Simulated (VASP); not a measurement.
# Si (Ibca) in VASP: single point with r2SCAN

Aim: the single point of Si with r2SCAN.

Program: VASP 6.6.1. These are calculated values, not measurements. Logs are shortened: lines on timing, memory, paths and dates and some standing lists are left out, and cuts for length are marked.

### Step 1. The cell of the first run

The structure is orthorhombic, space group Ibca (No. 73). Conventional cell: a = 6.647 Å, b = 6.647 Å, c = 6.980 Å, α = 90.00°, β = 90.00°, γ = 90.00°. Within 3.1 Å of Si (site symmetry 1) lie 4 Si at 2.36 to 2.48 Å.

### Step 2. Single point, r2SCAN (strain +0.000 along x and y, +0.050 along z)

The input, POSCAR:

```
Si
1.0
   -3.3236145463      3.3236145463      3.4897952736
    3.3236145463     -3.3236145463      3.4897952736
    3.3236145463      3.3236145463     -3.4897952736
Si
8
Direct
    0.2013996517      0.2013996517      0.2013996517
    0.5000000000      0.0000000000      0.2986003483
    0.2986003483      0.5000000000      0.0000000000
    0.0000000000      0.2986003483      0.5000000000
    0.7986003483      0.7986003483      0.7986003483
    0.5000000000      0.0000000000      0.7013996517
    0.7013996517      0.5000000000      0.0000000000
    0.0000000000      0.7013996517      0.5000000000
```

The input, INCAR.step1:

```
ALGO     = Normal         # electronic algorithm
EDIFF    = 1E-4           # SCF threshold, eV
ENCUT    = 520            # plane-wave cutoff, eV
GGA      = PE             # functional
ISMEAR   = 0              # smearing method
LASPH    = T              # aspherical terms in the spheres
LCHARG   = F              # write CHGCAR
LREAL    = F              # projectors in reciprocal space
LWAVE    = T              # write WAVECAR
NBANDS   = 26             # bands
NELM     = 80             # most SCF steps
PREC     = Accurate       # precision mode
SIGMA    = 0.15           # smearing width, eV
```

The input, INCAR.step2:

```
ALGO     = Normal         # electronic algorithm
EDIFF    = 1E-6           # SCF threshold, eV
ENCUT    = 520            # plane-wave cutoff, eV
ISIF     = 2              # what is computed and relaxed
ISMEAR   = 0              # smearing method
ISTART   = 1            
LASPH    = T              # aspherical terms in the spheres
LCHARG   = F              # write CHGCAR
LMIXTAU  = T            
LREAL    = F              # projectors in reciprocal space
LWAVE    = F              # write WAVECAR
METAGGA  = R2SCAN         # meta-GGA
NBANDS   = 26             # bands
NELM     = 80             # most SCF steps
PREC     = Accurate       # precision mode
SIGMA    = 0.15           # smearing width, eV
```

The input, KPOINTS:

```
k-points
0
Gamma
  8 8 8
```

Potentials or basis: VASP PAW PBE potentials, release 64 (Si).

Run with:

```sh
$ cat potpaw_PBE.64/Si/POTCAR > POTCAR
$ cp INCAR.step1 INCAR
$ mpirun -np 1 vasp_std > vasp.out
$ cp INCAR.step2 INCAR
$ mpirun -np 1 vasp_std > vasp.out
```

OUTCAR:

```text
EDIFF = 1E-6
   ENCUT = 520
   ISIF = 2
   ISMEAR = 0
   ISTART = 1
   LASPH = T
   LREAL = F
   METAGGA = R2SCAN
   NELM = 80
   PREC = Accurate

 ion  position               nearest neighbor table
   1  0.201  0.201  0.201-   5 2.36   2 2.39   4 2.43   3 2.48
   2  0.500  0.000  0.299-   6 2.36   1 2.39   3 2.43   4 2.48
   3  0.299  0.500  0.000-   7 2.36   4 2.39   2 2.43   1 2.48
   4  0.000  0.299  0.500-   8 2.36   3 2.39   1 2.43   2 2.48
   5  0.799  0.799  0.799-   1 2.36   6 2.39   8 2.43   7 2.48
   6  0.500  0.000  0.701-   2 2.36   5 2.39   7 2.43   8 2.48
   7  0.701  0.500  0.000-   3 2.36   8 2.39   6 2.43   5 2.48
   8  0.000  0.701  0.500-   4 2.36   7 2.39   5 2.43   6 2.48

  LATTYP: Found a body centered tetragonal cell.
 ALAT       =     6.6472290926
 C/A-ratio  =     1.0500000000

  Lattice vectors:

 A1 = (  -3.3236145463,   3.3236145463,   3.4897952736)
 A2 = (   3.3236145463,  -3.3236145463,   3.4897952736)
 A3 = (   3.3236145463,   3.3236145463,  -3.4897952736)

Analysis of symmetry for initial positions (statically):
=====================================================================
 Subroutine PRICEL returns:
 Original cell was already a primitive cell.

 Routine SETGRP: Setting up the symmetry group for a
 body centered tetragonal supercell.

 Subroutine GETGRP returns: Found  8 space group operations
 (whereof  2 operations were pure point group operations)
 out of a pool of 16 trial point group operations.

The static configuration has the point symmetry S_2 .
 The point group associated with its full space group is D_2h.

Analysis of symmetry for dynamics (positions and initial velocities):
=====================================================================
 Subroutine PRICEL returns:
 Original cell was already a primitive cell.

 Routine SETGRP: Setting up the symmetry group for a
 body centered tetragonal supercell.

 Subroutine GETGRP returns: Found  8 space group operations
 (whereof  2 operations were pure point group operations)
 out of a pool of 16 trial point group operations.

The dynamic configuration has the point symmetry S_2 .
 The point group associated with its full space group is D_2h.

 Subroutine INISYM returns: Found  8 space group operations
 (whereof  2 operations are pure point group operations),
 and found     1 'primitive' translations

----------------------------------------------------------------------------------------

                                     Primitive cell

  volume of cell :     154.1989

  direct lattice vectors                    reciprocal lattice vectors
    -3.323614546  3.323614546  3.489795274     0.000000000  0.150438624  0.143274880
     3.323614546 -3.323614546  3.489795274     0.150438624  0.000000000  0.143274880
     3.323614546  3.323614546 -3.489795274     0.150438624  0.150438624  0.000000000

  length of vectors
     5.854186396  5.854186396  5.854186396     0.207748576  0.207748576  0.212752343

  position of ions in fractional coordinates (direct lattice)
     0.201399652  0.201399652  0.201399652
     0.500000000  0.000000000  0.298600348
     0.298600348  0.500000000  0.000000000
     0.000000000  0.298600348  0.500000000
     0.798600348  0.798600348  0.798600348
     0.500000000  0.000000000  0.701399652
     0.701399652  0.500000000  0.000000000
     0.000000000  0.701399652  0.500000000

  ion indices of the primitive-cell ions
   primitive index   ion index
                 1           1
                 2           2
                 3           3
                 4           4
                 5           5
                 6           6
                 7           7
                 8           8

----------------------------------------------------------------------------------------

 KPOINTS: k-points

Automatic generation of k-mesh.
 Grid dimensions read from file:
 generate k-points for:    8    8    8

 Generating k-lattice:

  Cartesian coordinates                     Fractional coordinates (reciprocal lattice)
     0.000000000  0.018804828  0.017909360     0.125000000  0.000000000  0.000000000
     0.018804828  0.000000000  0.017909360     0.000000000  0.125000000  0.000000000
     0.018804828  0.018804828  0.000000000     0.000000000  0.000000000  0.125000000

  Length of vectors
     0.025968572  0.025968572  0.026594043

  Shift w.r.t. Gamma in fractional coordinates (k-lattice)
     0.000000000  0.000000000  0.000000000

 Subroutine IBZKPT returns following result:
 ===========================================

 Found     95 irreducible k-points:

 Following reciprocal coordinates:
            Coordinates               Weight
  0.000000  0.000000  0.000000      1.000000
  0.125000  0.000000 -0.000000      4.000000
  0.000000  0.125000 -0.000000      4.000000
  0.250000  0.000000 -0.000000      4.000000
  0.000000  0.250000 -0.000000      4.000000
  0.375000  0.000000 -0.000000      4.000000
[... 16 lines left out ...]
  0.375000  0.250000 -0.000000      8.000000
 -0.000000 -0.375000 -0.250000      8.000000
 [... further k-points ...]
   k-points           NKPTS =     95   k-points in BZ     NKDIM =     95   number of bands    NBANDS=     26
   number of dos      NEDOS =    301   number of ions     NIONS =      8
   total plane-waves  NPLWV = 110592
   dimension x,y,z NGX =    48 NGY =   48 NGZ =   48
   dimension x,y,z NGXF=    96 NGYF=   96 NGZF=   96
   ions per type =               8
   NGX,Y,Z   is equivalent  to a cutoff of  13.63, 13.63, 13.63 a.u.
   NGXF,Y,Z  is equivalent  to a cutoff of  27.26, 27.26, 27.26 a.u.
 SYSTEM =  unknown system
   PREC   = accura    normal or accurate (medium, high low for compatibility)
   ISTART =      1    job   : 0-new  1-cont  2-samecut
   ICHARG =      0    charge: 1-file 2-atom 10-const
   ISPIN  =      1    spin polarized calculation?
   LNONCOLLINEAR =      F non collinear calculations
   LSORBIT =      F    spin-orbit coupling
   LASPH  =      T    aspherical Exc in radial PAW
   ENCUT  =  520.0 eV  38.22 Ry    6.18 a.u.  10.88 10.88 10.88*2*pi/ulx,y,z
   NELM   =     80;   NELMIN=  2; NELMDL=  0     # of ELM steps
   EDIFF  = 0.1E-05   stopping-criterion for ELM
   LREAL  =      F    real-space projection
   EDIFFG = 0.1E-04   stopping-criterion for IOM
   NSW    =      0    number of steps for IOM
   IBRION =     -1    ionic relax: 0-MD 1-quasi-New 2-CG
   NFREE  =      0    steps in history (QN), initial steepest desc. (CG)
   ISIF   =      2    stress and relaxation
   ISYM   =      2    0-nonsym 1-usesym 2-fastsym
   POTIM  = 0.5000    time-step for ionic-motion
   TEBEG  =    0.0;   TEEND  =   0.0 temperature during run
   PSTRESS=    0.0 pullay stress
   NELECT =      32.0000    total number of electrons
   NUPDOWN=      -1.0000    fix difference up-down
   EMIN   =  10.00;   EMAX   =-10.00  energy-range for DOS
   EFERMI =   0.00;   METHOD = LEGACY
   ISMEAR =     0;   SIGMA  =   0.15  broadening in eV -4-tet -1-fermi 0-gaus
   EFERMI_NEDOS =   21; number of points for ismear=-14 and -15
   IALGO  =     38    algorithm
   IMIX   =      4    mixing-type and parameters
     AMIX     =   0.40;   BMIX     =  1.00
     AMIX_MAG =   1.60;   BMIX_MAG =  1.00
  volume/ion in A,a.u.               =      19.27       130.07
  Fermi-wavevector in a.u.,A,eV,Ry     =   0.969239  1.831597 12.781654  0.939425
  Thomas-Fermi vector in A             =   2.099275
   LORBIT       =      0    0 simple, 1 ext, 2 COOP (PROOUT), +10 PAW based schemes
   METAGGA = R2SCAN    functional components
   LHFCALC =     F    Hartree Fock is set to
   AEXX    =    0.0000 exact exchange contribution
   IVDW    =     0    specifies the selected vdW correction
   LEPSILON=     F    determine dielectric tensor
   LRPA    =     F    only Hartree local field effects (RPA)
 non-spin polarized calculation
 Gauss-broadening in eV      SIGMA  =   0.15
  energy-cutoff  :      520.00
  volume of cell :      154.20
 maximum number of plane-waves:      4180
 NGX is ok and might be reduce to    48
   NGX = 21   NGY = 21   NGZ = 21

 number of electron      32.0000000 magnetization

 Free energy of the ion-electron system (eV)
  ---------------------------------------------------
  ext. energy  EPLUGINS =         0.00000000
  ---------------------------------------------------
  free energy    TOTEN  =       -68.45770162 eV

  energy without entropy =      -68.45303981  energy(sigma->0) =      -68.45537072

 E-fermi :   6.5893     XC(G=0): -10.1749

 val. band max:        6.5578070840   @ k =   0.5000   0.5000   0.5000
 cond. band min:       6.6076785827   @ k =  -0.3750  -0.3750   0.3750
 fundamental gap:      0.0498714987
 Fermi energy:         6.5893106348

 k-point     1 :       0.0000    0.0000    0.0000
  band No.  band energies     occupation
      1      -6.4077      2.00000
      2      -2.1054      2.00000
      3      -1.9168      2.00000
      4      -1.8149      2.00000
      5      -1.4780      2.00000
      6      -0.1538      2.00000
[... 18 lines left out ...]
     25      12.2689      0.00000
     26      12.5253      0.00000

 k-point     2 :       0.1250    0.0000   -0.0000
  band No.  band energies     occupation
      1      -6.3131      2.00000
      2      -2.4946      2.00000
      3      -2.1638      2.00000
      4      -1.7410      2.00000
      5      -1.5780      2.00000
      6      -0.2612      2.00000
[... 18 lines left out ...]
     25      12.0727      0.00000
     26      12.4416      0.00000

 k-point     3 :       0.0000    0.1250   -0.0000
  band No.  band energies     occupation
      1      -6.3132      2.00000
      2      -2.4749      2.00000
      3      -2.0679      2.00000
      4      -1.9881      2.00000
      5      -1.4475      2.00000
      6      -0.1811      2.00000
[... 572 lines left out ...]
 k-point    23 :       0.3750    0.2500   -0.0000
  band No.  band energies     occupation
      1      -4.7054      2.00000
      2      -4.6099      2.00000
      3      -3.8964      2.00000
      4      -2.6470      2.00000
      5      -0.4768      2.00000
      6      -0.3112      2.00000
[... 18 lines left out ...]
     25      10.8202      0.00000
     26      11.2602      0.00000

 k-point    24 :      -0.0000   -0.3750   -0.2500
  band No.  band energies     occupation
      1      -4.7046      2.00000
      2      -4.6148      2.00000
      3      -3.8876      2.00000
      4      -2.6442      2.00000
      5      -0.5459      2.00000
      6      -0.3199      2.00000
[... 18 lines left out ...]
     25      10.9179      0.00000
     26      11.3237      0.00000

 [... further k-points ...]

------------------------ aborting loop because EDIFF is reached ----------------------------------------

  FORCE on cell =-STRESS in cart. coord.  units (eV):
  Direction    XX          YY          ZZ          XY          YZ          ZX
  --------------------------------------------------------------------------------------
  -------------------------------------------------------------------------------------
  Total       -2.0328993     -1.8912422     -9.3347866      0.0000000      0.0000000      0.0000000
  in kB      -21.1224944    -19.6506302    -96.9915128      0.0000000      0.0000000      0.0000000
  external PRESSURE =     -45.9215458 kB  Pullay stress =       0.0000000 kB

 VOLUME and BASIS-vectors are now :
 -----------------------------------------------------------------------------
  energy-cutoff  :      520.00
  volume of cell :      154.20
      direct lattice vectors                 reciprocal lattice vectors
    -3.323614546  3.323614546  3.489795274     0.000000000  0.150438624  0.143274880
     3.323614546 -3.323614546  3.489795274     0.150438624  0.000000000  0.143274880
     3.323614546  3.323614546 -3.489795274     0.150438624  0.150438624  0.000000000

 POSITION                                       TOTAL-FORCE (eV/Angst)
 -----------------------------------------------------------------------------------
      0.66937      0.66937      0.70284        -0.052640     -0.266921     -0.056093
     -0.66937      2.65424      0.70284         0.052640      0.266921     -0.056093
      0.66937     -0.66937      2.78695        -0.052640      0.266921      0.056093
      2.65424      0.66937     -0.70284         0.052640     -0.266921      0.056093
      2.65424      2.65424      2.78695         0.052640      0.266921      0.056093
      0.66937      3.99299     -0.70284        -0.052640     -0.266921      0.056093
     -0.66937      0.66937      4.19264         0.052640     -0.266921     -0.056093
      3.99299     -0.66937      0.70284        -0.052640      0.266921     -0.056093
 -----------------------------------------------------------------------------------
    total drift:                               -0.000000      0.000000     -0.000000

  FREE ENERGIE OF THE ION-ELECTRON SYSTEM (eV)
  ---------------------------------------------------
  free  energy   TOTEN  =       -68.4577016244 eV

  energy  without entropy=      -68.4530398067  energy(sigma->0) =      -68.45537072
```

Wall time 13 min (1 thread of Intel Xeon 6975P-C (Granite Rapids), shared host); peak memory 0.51 GiB.

What came out:

| Property | Result |
| --- | --- |
| Free energy | -68.4577 eV |
| Pressure | -4.6 GPa |
| Largest force | 0.278 eV/Å |

Forces on the atoms (eV/Å):
```
Si  -0.053 -0.267 -0.056
Si   0.053  0.267 -0.056
Si  -0.053  0.267  0.056
Si   0.053 -0.267  0.056
Si   0.053  0.267  0.056
Si  -0.053 -0.267  0.056
Si   0.053 -0.267 -0.056
Si  -0.053  0.267 -0.056
```

Caveat: the cell differs from its parent crystal (strain +0.000 along x and y, +0.050 along z); the cell stands under tension; the PAW data sets were made with another functional, which shifts forces and pressure a little.
